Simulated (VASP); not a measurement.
# Cu in VASP: a series of runs

Cu is run at these levels: PBE; tasks: relaxation of the atoms.

All numbers are computed with VASP 6.6.1; they aren't measurements. Logs are shortened: lines on timing, memory, paths and dates and some standing lists are left out, and cuts for length are marked.

**1. The cell of the first run**

The cell holds a slab with vacuum, 3 atoms: a = 2.567 Å, b = 2.567 Å, c = 19.630 Å, α = 90.00°, β = 90.00°, γ = 90.00°.

**2. Relaxation of the atoms, PBE**

The input, INCAR:

```
  ALGO = Normal
  DIPOL = 0.5 0.5 0.500
  EDIFF = 1E-6
  EDIFFG = -0.01
  ENCUT = 520
  GGA = PE
  IBRION = 2
  IDIPOL = 3
  ISIF = 2
  ISMEAR = -1
  LASPH = True
  LCHARG = False
  LDIPOL = True
  LREAL = False
  LWAVE = False
  NELM = 60
  NSW = 32
  PREC = Accurate
  SIGMA = 0.1
```

The input, KPOINTS:

```
k-points
0
Gamma
  14 14 1
```

The input, POSCAR:

```
Cu
1.0
    2.5665139637      0.0000000000      0.0000000000
    0.0000000000      2.5665139637      0.0000000000
    0.0000000000      0.0000000000     19.6296000000
Cu
3
Direct
    0.0000000000      0.0000000000      0.4099484592
    0.5000000000      0.5000000000      0.4999999064
    0.0000000000      0.0000000000      0.5900516344
```

Potentials or basis: VASP PAW PBE potentials, release 64 (Cu).

Launch:

```console
$ cat potpaw_PBE.64/Cu/POTCAR > POTCAR
$ mpirun -np 1 vasp_std > vasp.out
```

OUTCAR:

```text
EDIFF = 1E-6
   EDIFFG = -0.01
   ENCUT = 520
   GGA = PE
   IBRION = 2
   ISIF = 2
   ISMEAR = -1
   LASPH = True
   LREAL = False
   NELM = 60
   NSW = 32
   PREC = Accurate

 ion  position               nearest neighbor table
   1  0.000  0.000  0.410-   2 2.53   2 2.53   2 2.53   2 2.53
   2  0.500  0.500  0.500-   1 2.53   1 2.53   1 2.53   1 2.53   3 2.53   3 2.53   3 2.53   3 2.53

   3  0.000  0.000  0.590-   2 2.53   2 2.53   2 2.53   2 2.53

  LATTYP: Found a simple tetragonal cell.
 ALAT       =     2.5665139637
 C/A-ratio  =     7.6483511400

  Lattice vectors:

 A1 = (   2.5665139637,   0.0000000000,   0.0000000000)
 A2 = (   0.0000000000,   2.5665139637,   0.0000000000)
 A3 = (   0.0000000000,   0.0000000000,  19.6296000000)

Analysis of symmetry for initial positions (statically):
=====================================================================
 Subroutine PRICEL returns:
 Original cell was already a primitive cell.

 Routine SETGRP: Setting up the symmetry group for a
 simple tetragonal supercell.

 Subroutine GETGRP returns: Found 16 space group operations
 (whereof 16 operations were pure point group operations)
 out of a pool of 16 trial point group operations.

The static configuration has the point symmetry D_4h.

Analysis of symmetry for dynamics (positions and initial velocities):
=====================================================================
 Subroutine PRICEL returns:
 Original cell was already a primitive cell.

 Routine SETGRP: Setting up the symmetry group for a
 simple tetragonal supercell.

 Subroutine GETGRP returns: Found 16 space group operations
 (whereof 16 operations were pure point group operations)
 out of a pool of 16 trial point group operations.

The dynamic configuration has the point symmetry D_4h.

 Subroutine INISYM returns: Found 16 space group operations
 (whereof 16 operations are pure point group operations),
 and found     1 'primitive' translations

----------------------------------------------------------------------------------------

                                     Primitive cell

  volume of cell :     129.3001

  direct lattice vectors                    reciprocal lattice vectors
     2.566513964  0.000000000  0.000000000     0.389633571  0.000000000  0.000000000
     0.000000000  2.566513964  0.000000000     0.000000000  0.389633571  0.000000000
     0.000000000  0.000000000 19.629600000     0.000000000  0.000000000  0.050943473

  length of vectors
     2.566513964  2.566513964 19.629600000     0.389633571  0.389633571  0.050943473

  position of ions in fractional coordinates (direct lattice)
     0.000000000  0.000000000  0.409948459
     0.500000000  0.500000000  0.499999906
     0.000000000  0.000000000  0.590051634

  ion indices of the primitive-cell ions
   primitive index   ion index
                 1           1
                 2           2
                 3           3

----------------------------------------------------------------------------------------

 KPOINTS: k-points

Automatic generation of k-mesh.
 Grid dimensions read from file:
 generate k-points for:   14   14    1

 Generating k-lattice:

  Cartesian coordinates                     Fractional coordinates (reciprocal lattice)
     0.027830969  0.000000000  0.000000000     0.071428571  0.000000000  0.000000000
     0.000000000  0.027830969  0.000000000     0.000000000  0.071428571  0.000000000
     0.000000000  0.000000000  0.050943473     0.000000000  0.000000000  1.000000000

  Length of vectors
     0.027830969  0.027830969  0.050943473

  Shift w.r.t. Gamma in fractional coordinates (k-lattice)
     0.000000000  0.000000000  0.000000000

 Subroutine IBZKPT returns following result:
 ===========================================

 Found     36 irreducible k-points:

 Following reciprocal coordinates:
            Coordinates               Weight
  0.000000  0.000000  0.000000      1.000000
  0.071429  0.000000  0.000000      4.000000
  0.142857  0.000000  0.000000      4.000000
  0.214286  0.000000  0.000000      4.000000
  0.285714  0.000000  0.000000      4.000000
  0.357143  0.000000  0.000000      4.000000
[... 16 lines left out ...]
  0.285714  0.214286  0.000000      8.000000
  0.357143  0.214286  0.000000      8.000000
 [... further k-points ...]
   k-points           NKPTS =     36   k-points in BZ     NKDIM =     36   number of bands    NBANDS=     20
   number of dos      NEDOS =    301   number of ions     NIONS =      3
   total plane-waves  NPLWV =  60000
   dimension x,y,z NGX =    20 NGY =   20 NGZ =  150
   dimension x,y,z NGXF=    40 NGYF=   40 NGZF=  300
   ions per type =               3
   NGX,Y,Z   is equivalent  to a cutoff of  12.95, 12.95, 12.70 a.u.
   NGXF,Y,Z  is equivalent  to a cutoff of  25.91, 25.91, 25.41 a.u.
 SYSTEM =  unknown system
   PREC   = accura    normal or accurate (medium, high low for compatibility)
   ISTART =      0    job   : 0-new  1-cont  2-samecut
   ICHARG =      2    charge: 1-file 2-atom 10-const
   ISPIN  =      1    spin polarized calculation?
   LNONCOLLINEAR =      F non collinear calculations
   LSORBIT =      F    spin-orbit coupling
   LASPH  =      T    aspherical Exc in radial PAW
   ENCUT  =  520.0 eV  38.22 Ry    6.18 a.u.   4.77  4.77 36.50*2*pi/ulx,y,z
   NELM   =     60;   NELMIN=  2; NELMDL= -5     # of ELM steps
   EDIFF  = 0.1E-05   stopping-criterion for ELM
   LREAL  =      F    real-space projection
   EDIFFG = -.1E-01   stopping-criterion for IOM
   NSW    =     32    number of steps for IOM
   IBRION =      2    ionic relax: 0-MD 1-quasi-New 2-CG
   NFREE  =      1    steps in history (QN), initial steepest desc. (CG)
   ISIF   =      2    stress and relaxation
   ISYM   =      2    0-nonsym 1-usesym 2-fastsym
   POTIM  = 0.5000    time-step for ionic-motion
   TEBEG  =    0.0;   TEEND  =   0.0 temperature during run
   PSTRESS=    0.0 pullay stress
   NELECT =      33.0000    total number of electrons
   NUPDOWN=      -1.0000    fix difference up-down
   EMIN   =  10.00;   EMAX   =-10.00  energy-range for DOS
   EFERMI =   0.00;   METHOD = LEGACY
   ISMEAR =    -1;   SIGMA  =   0.10  broadening in eV -4-tet -1-fermi 0-gaus
   EFERMI_NEDOS =   21; number of points for ismear=-14 and -15
   IALGO  =     38    algorithm
   IMIX   =      4    mixing-type and parameters
     AMIX     =   0.40;   BMIX     =  1.00
     AMIX_MAG =   1.60;   BMIX_MAG =  1.00
  volume/ion in A,a.u.               =      43.10       290.85
  Fermi-wavevector in a.u.,A,eV,Ry     =   1.038436  1.962360 14.671845  1.078350
  Thomas-Fermi vector in A             =   2.172921
   LORBIT       =      0    0 simple, 1 ext, 2 COOP (PROOUT), +10 PAW based schemes
   GGA     = PE    functional components
   LHFCALC =     F    Hartree Fock is set to
   AEXX    =    0.0000 exact exchange contribution
   IVDW    =     0    specifies the selected vdW correction
   LEPSILON=     F    determine dielectric tensor
   LRPA    =     F    only Hartree local field effects (RPA)
 conjugate gradient relaxation of ions
 non-spin polarized calculation
  energy-cutoff  :      520.00
  volume of cell :      129.30
 maximum number of plane-waves:      3510
 NGX is ok and might be reduce to    20
   NGX =  9   NGY =  9   NGZ = 73

 dipolmoment           0.000000      0.000000     -0.000000 electrons x Angstroem

--------------------------------------- Ionic step        1  -------------------------------------------

 number of electron      32.9999955 magnetization

 Free energy of the ion-electron system (eV)
  ---------------------------------------------------
  ext. energy  EPLUGINS =         0.00000000
  ---------------------------------------------------
  free energy    TOTEN  =       -10.00353061 eV

  energy without entropy =       -9.96772147  energy(sigma->0) =       -9.98562604

------------------------ aborting loop because EDIFF is reached ----------------------------------------

  FORCE on cell =-STRESS in cart. coord.  units (eV):
  Direction    XX          YY          ZZ          XY          YZ          ZX
  --------------------------------------------------------------------------------------
  -------------------------------------------------------------------------------------
  Total       -1.1212470     -1.1212470      0.0896656      0.0000000     -0.0000000     -0.0000000
  in kB      -13.8935482    -13.8935482      1.1110607      0.0000000     -0.0000000     -0.0000000
  external PRESSURE =      -8.8920119 kB  Pullay stress =       0.0000000 kB
[... 59 lines left out ...]
  energy  without entropy=       -9.9677804139  energy(sigma->0) =       -9.98569365

--------------------------------------- Ionic step        3  -------------------------------------------

 number of electron      32.9999953 magnetization

 dipolmoment           0.000000      0.000000      0.000000 electrons x Angstroem

 Free energy of the ion-electron system (eV)
  ---------------------------------------------------
  ext. energy  EPLUGINS =         0.00000000
  ---------------------------------------------------
  free energy    TOTEN  =       -10.00372511 eV

  energy without entropy =       -9.96784919  energy(sigma->0) =       -9.98578715

 E-fermi :  -1.2100     XC(G=0):  -4.4831

 val. band max:       -1.2601091273   @ k =   0.5000   0.0000   0.0000
 cond. band min:      -1.2023480992   @ k =   0.5000   0.0000   0.0000
 fundamental gap:      0.0577610281
 Fermi energy:        -1.2100178816

 k-point     1 :       0.0000    0.0000    0.0000
  band No.  band energies     occupation
      1      -9.5496      2.00000
      2      -7.0054      2.00000
      3      -5.8132      2.00000
      4      -5.3100      2.00000
      5      -4.5227      2.00000
      6      -4.1511      2.00000
[... 12 lines left out ...]
     19       0.0291      0.00001
[... 513 lines left out ...]
      4      -4.6702      2.00000
      5      -4.6173      2.00000
      6      -4.1210      2.00000
[... 12 lines left out ...]
     19       3.1957      0.00000
     20       4.6015      0.00000

 [... further k-points ...]

------------------------ aborting loop because EDIFF is reached ----------------------------------------

 vacuum level on the upper side and lower side of the slab       (xc-potential included)        -0.160        -0.161

  FORCE on cell =-STRESS in cart. coord.  units (eV):
  Direction    XX          YY          ZZ          XY          YZ          ZX
  --------------------------------------------------------------------------------------
  -------------------------------------------------------------------------------------
  Total       -1.1719540     -1.1719540      0.0123484      0.0000000     -0.0000000      0.0000000
  in kB      -14.5218667    -14.5218667      0.1530106      0.0000000     -0.0000000      0.0000000
  external PRESSURE =      -9.6302410 kB  Pullay stress =       0.0000000 kB

 VOLUME and BASIS-vectors are now :
 -----------------------------------------------------------------------------
  energy-cutoff  :      520.00
  volume of cell :      129.30
      direct lattice vectors                 reciprocal lattice vectors
     2.566513964  0.000000000  0.000000000     0.389633571  0.000000000  0.000000000
     0.000000000  2.566513964  0.000000000     0.000000000  0.389633571  0.000000000
     0.000000000  0.000000000 19.629600000     0.000000000  0.000000000  0.050943473
[... 9 lines left out ...]
  FREE ENERGIE OF THE ION-ELECTRON SYSTEM (eV)
  ---------------------------------------------------
  free  energy   TOTEN  =       -10.0037251116 eV

  energy  without entropy=       -9.9678491869  energy(sigma->0) =       -9.98578715

 reached required accuracy - stopping structural energy minimisation

 vacuum level on the upper side and lower side of the slab         3.231         3.231
```

Run time: 2.2 min. Hardware: 1 thread of Intel Xeon Platinum 8488C (Sapphire Rapids), shared host; peak memory 0.27 GiB.

Results:

```yaml
Free_energy: -10.0037 eV
Energy_gained_by_relaxing: 0.1 meV/atom
Ionic_steps: 3
Largest_force_after_relaxing: 0.005 eV/Å
Band_gap_on_the_k_mesh: zero (an odd number of electrons rules out a gap without spin polarisation)
```

Forces in eV/Å, atoms in the order of the input:
```
Cu   0.000  0.000 -0.005
Cu   0.000  0.000  0.000
Cu   0.000  0.000  0.005
```

The path:
| step | energy change (eV) | largest force (eV/Å) | pressure (GPa) |
| --- | --- | --- | --- |
| 1 | 0.0000 | 0.0297 | -0.89 |
| 2 | -0.0001 | 0.0235 | -0.91 |
| 3 | -0.0002 | 0.0050 | -0.96 |

Final structure:
```yaml
crystal:
  lattice:
    - [2.56651, 0.00000, 0.00000]
    - [0.00000, 2.56651, 0.00000]
    - [0.00000, 0.00000, 19.62960]
  atoms:
    - { symbol: Cu, position: [0.00000, 0.00000, 0.40966] }
    - { symbol: Cu, position: [0.50000, 0.50000, 0.50000] }
    - { symbol: Cu, position: [0.00000, 0.00000, 0.59034] }
```

**3. Relaxation of the atoms, PBE**

The input, INCAR:

```
SYSTEM = Cu
  PREC = Accurate
  ENCUT = 520
  EDIFF = 1E-6
  ISMEAR = -1
  SIGMA = 0.1
  LREAL = .False.
  LASPH = .True.
  NELM = 80
  ALGO = Normal
  ISIF = 2
  LWAVE = .False.
  LCHARG = .False.
  LDIPOL = .True.
  IDIPOL = 3
  DIPOL = 0.5 0.5 0.500
  GGA = PE
  IBRION = 2
  NSW = 60
  EDIFFG = -0.01
```

The input, KPOINTS:

```
regular mesh
0
Gamma
  14 14 1
  0 0 0
```

The input, POSCAR:

```
Cu
1.0
    2.5665139637      0.0000000000      0.0000000000
    0.0000000000      2.5665139637      0.0000000000
    0.0000000000      0.0000000000     19.6296000000
Cu
3
Direct
    0.0000000000      0.0000000000      0.4075478141
    0.5000000000      0.5000000000      0.5000000000
    0.0000000000      0.0000000000      0.5924521859
```

Potentials or basis: VASP PAW PBE potentials, release 64 (Cu).

Launch:

```console
$ cat potpaw_PBE.64/Cu/POTCAR > POTCAR
$ mpirun -np 1 vasp_std > vasp.out
```

OUTCAR:

```text
SYSTEM = Cu
   PREC = Accurate
   ENCUT = 520
   EDIFF = 1E-6
   ISMEAR = -1
   LREAL = .False.
   LASPH = .True.
   NELM = 80
   ISIF = 2
   GGA = PE
   IBRION = 2
   NSW = 60
   EDIFFG = -0.01

 ion  position               nearest neighbor table
   1  0.000  0.000  0.408-   2 2.57   2 2.57   2 2.57   2 2.57
   2  0.500  0.500  0.500-   1 2.57   3 2.57   1 2.57   3 2.57   1 2.57   3 2.57   1 2.57   3 2.57

   3  0.000  0.000  0.592-   2 2.57   2 2.57   2 2.57   2 2.57

  LATTYP: Found a simple tetragonal cell.
 ALAT       =     2.5665139637
 C/A-ratio  =     7.6483511400

  Lattice vectors:

 A1 = (   2.5665139637,   0.0000000000,   0.0000000000)
 A2 = (   0.0000000000,   2.5665139637,   0.0000000000)
 A3 = (   0.0000000000,   0.0000000000,  19.6296000000)

Analysis of symmetry for initial positions (statically):
=====================================================================
 Subroutine PRICEL returns:
 Original cell was already a primitive cell.

 Routine SETGRP: Setting up the symmetry group for a
 simple tetragonal supercell.
[... 180 lines left out ...]
  external PRESSURE =     -15.6636229 kB  Pullay stress =       0.0000000 kB
[... 129 lines left out ...]
  FREE ENERGIE OF THE ION-ELECTRON SYSTEM (eV)
  ---------------------------------------------------
  free  energy   TOTEN  =       -10.0001580430 eV

  energy  without entropy=       -9.9646696853  energy(sigma->0) =       -9.98241386

 dipolmoment           0.000000      0.000000     -0.000000 electrons x Angstroem

--------------------------------------- Ionic step        5  -------------------------------------------

 number of electron      32.9999953 magnetization

 dipolmoment           0.000000      0.000000      0.000000 electrons x Angstroem

 Free energy of the ion-electron system (eV)
  ---------------------------------------------------
  ext. energy  EPLUGINS =         0.00000000
  ---------------------------------------------------
  free energy    TOTEN  =       -10.00372904 eV

  energy without entropy =       -9.96783207  energy(sigma->0) =       -9.98578056

 E-fermi :  -1.2105     XC(G=0):  -4.4944

 val. band max:       -1.2588515358   @ k =   0.5000   0.0000   0.0000
 cond. band min:      -1.2016502681   @ k =   0.5000   0.0000   0.0000
 fundamental gap:      0.0572012677
 Fermi energy:        -1.2105235828

 k-point     1 :       0.0000    0.0000    0.0000
  band No.  band energies     occupation
      1      -9.5451      2.00000
      2      -7.0049      2.00000
      3      -5.8108      2.00000
      4      -5.3066      2.00000
      5      -4.5220      2.00000
      6      -4.1521      2.00000
[... 541 lines left out ...]
     19       3.1968      0.00000
     20       4.5993      0.00000

 [... further k-points ...]

------------------------ aborting loop because EDIFF is reached ----------------------------------------

 vacuum level on the upper side and lower side of the slab       (xc-potential included)        -0.211        -0.211

  FORCE on cell =-STRESS in cart. coord.  units (eV):
  Direction    XX          YY          ZZ          XY          YZ          ZX
  --------------------------------------------------------------------------------------
  -------------------------------------------------------------------------------------
  Total       -1.1566313     -1.1566313      0.0235694      0.0000000      0.0000000     -0.0000000
  in kB      -14.3320005    -14.3320005      0.2920522      0.0000000      0.0000000     -0.0000000
  external PRESSURE =      -9.4573162 kB  Pullay stress =       0.0000000 kB
[... 18 lines left out ...]
  FREE ENERGIE OF THE ION-ELECTRON SYSTEM (eV)
  ---------------------------------------------------
  free  energy   TOTEN  =       -10.0037290429 eV

  energy  without entropy=       -9.9678320685  energy(sigma->0) =       -9.98578056

 reached required accuracy - stopping structural energy minimisation

 vacuum level on the upper side and lower side of the slab         3.184         3.184
```

OSZICAR:

```text
N       E                     dE             d eps       ncg     rms          rms(c)
DAV:   1     0.250280656635E+03    0.25028E+03   -0.13992E+04  1440   0.179E+03
DAV:   2     0.233630173754E+01   -0.24794E+03   -0.24013E+03  1448   0.363E+02
DAV:   3    -0.114683604656E+02   -0.13805E+02   -0.12797E+02  1644   0.131E+02
DAV:   4    -0.121358609373E+02   -0.66750E+00   -0.64286E+00  1600   0.294E+01
[... 53 lines left out ...]
DAV:   5    -0.100039006177E+02    0.33991E-03   -0.81267E-04  2368   0.159E+00    0.102E-01
DAV:   6    -0.100037414082E+02    0.15921E-03   -0.84489E-04  2364   0.896E-01    0.271E-02
DAV:   7    -0.100037309974E+02    0.10411E-04   -0.88947E-05  2084   0.148E-01    0.134E-02
DAV:   8    -0.100037294488E+02    0.15486E-05   -0.18202E-05  1648   0.127E-01    0.699E-03
DAV:   9    -0.100037290429E+02    0.40581E-06   -0.37745E-06  1340   0.733E-02
   5 F= -.10003729E+02 E0= -.99857806E+01  d E =-.645041E-02
```

It took 7.4 min on 1 thread of Oxide Virtual Turin-like, shared host; peak memory 0.23 GiB.

What came out:

```yaml
Free_energy: -10.0037 eV
Energy_gained_by_relaxing: 2.2 meV/atom
Ionic_steps: 5
Band_gap_on_the_k_mesh: zero (an odd number of electrons rules out a gap without spin polarisation)
```

The path:
```csv
step,energy change (eV),largest force (eV/Å),pressure (GPa)
1,0.0000,0.1572,-1.57
2,-0.0022,0.1288,-1.53
3,-0.0059,0.0484,-1.17
4,-0.0029,0.1247,-0.55
5,-0.0065,0.0018,-0.95
```

Final structure:
```
CELL_PARAMETERS angstrom
2.56651 0.00000 0.00000
0.00000 2.56651 0.00000
0.00000 0.00000 19.62960
ATOMIC_POSITIONS crystal
Cu 0.00000 0.00000 0.40956
Cu 0.50000 0.50000 0.50000
Cu 0.00000 0.00000 0.59044
```

Levels at points of the mesh, in eV from the Fermi level:
```tsv
k point	band 15	band 16	band 17	band 18	band 19	band 20
(0.00, 0.00, 0.00)	-1.45	-1.45	-1.44	-0.89	1.23	4.22
(0.50, 0.00, 0.00)	-1.48	-0.17	-0.05	0.01	2.97	4.01
(0.50, 0.50, 0.00)	-1.11	2.88	2.88	6.05	6.05	7.49
```
